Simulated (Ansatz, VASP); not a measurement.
**BaCrF6 in VASP and in Ansatz**

```xyz
8
Lattice="3.6640 2.1154 2.3790 -3.6640 2.1154 2.3790 0.0000 -4.2308 2.3790" Properties=species:S:1:pos:R:3 pbc="T T T"
Ba    0.0000    0.0000    3.5685
Cr    0.0000    0.0000    0.0000
F    -2.3340    1.3475    3.3710
F     0.0000   -2.6950    3.3710
F     2.3340    1.3475    3.3710
F     2.3340   -1.3475    3.7660
F    -2.3340   -1.3475    3.7660
F     0.0000    2.6950    3.7660
```

Alike in both runs: task single point; functional LDA; k mesh 4 × 4 × 4; occupations gaussian, width 0.05 eV; no spin polarisation; Hubbard terms Cr d U = 4.0 eV, J = 0.5 eV.

```csv
,VASP,Ansatz
version,VASP 6.6.1,Ansatz 0.2.0
potentials or method,"VASP PAW LDA potentials, release 64 (Ba_sv, Cr_sv, F), cutoff 700 eV","scalar-relativistic, plane waves, PAW"
valence electrons in the cell,66,66
```

Ansatz gave:

```
gap on the k mesh at the Fermi level (eV)                     : 0.13
least direct gap on the mesh (eV)                             : 0.14
pressure (GPa)                                                : -5.2
traceless stress, the component that is largest in VASP (GPa) : 0.89
rms of the force components (eV/Å)                            : 0.247
```

Q: What did VASP give for the same quantities?

A: gap on the k mesh at the Fermi level (eV): 0.16; least direct gap on the mesh (eV): 0.16; pressure (GPa): -4.6; traceless stress, the component that is largest in VASP (GPa): 0.89; rms of the force components (eV/Å): 0.242.

LDA's correlation is that of Perdew and Zunger in VASP and of Perdew and Wang (1992) in Ansatz. The programs project onto different local orbitals, so the same U acts differently, and such runs can settle in different states. Atom by atom the forces differ by 0.027 eV/Å (rms over components).

Neither program's run includes spin-orbit coupling.
